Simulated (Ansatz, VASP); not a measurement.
ZrHSe2: VASP beside Ansatz

```xyz
4
Lattice="3.7983 0.0000 0.0000 -1.8992 3.2895 0.0000 0.0000 0.0000 5.4843" Properties=species:S:1:pos:R:3 pbc="T T T"
Zr    0.0000    0.0000    0.0000
Se    0.0000    2.1930    1.5655
Se    1.8992    1.0965    3.9189
H     0.0000    0.0000    2.7422
```

Alike in both runs: functional PBE; dispersion D3(BJ); k mesh 12 × 12 × 6; occupations gaussian, width 0.1 eV; no spin polarisation.

Ansatz relaxed the structure, and its values are those at the end. VASP's run is a single point on that final structure, the one shown.

|  | VASP | Ansatz |
| --- | --- | --- |
| version | VASP 6.6.1 | Ansatz 0.2.0 |
| potentials or method | VASP PAW PBE potentials, release 64 (Zr_sv, Se, H), cutoff 500 eV | scalar-relativistic, plane waves, PAW |
| valence electrons in the cell | 25 | 45 |

|  | VASP | Ansatz | Ansatz less VASP |
| --- | --- | --- | --- |
| gap on the k mesh at the Fermi level (eV) | none | none | - |
| pressure (GPa) | 0.1 | 0.0 | -0.10 |
| rms of the force components (eV/Å) | 0.006 | 0.000 | -0.0053 |

A gap of «none» marks a metal or a gap that the smearing closes. VASP's potentials hold 25 valence electrons a cell and Ansatz's 45, so a difference there can come from the potentials and not from the codes.
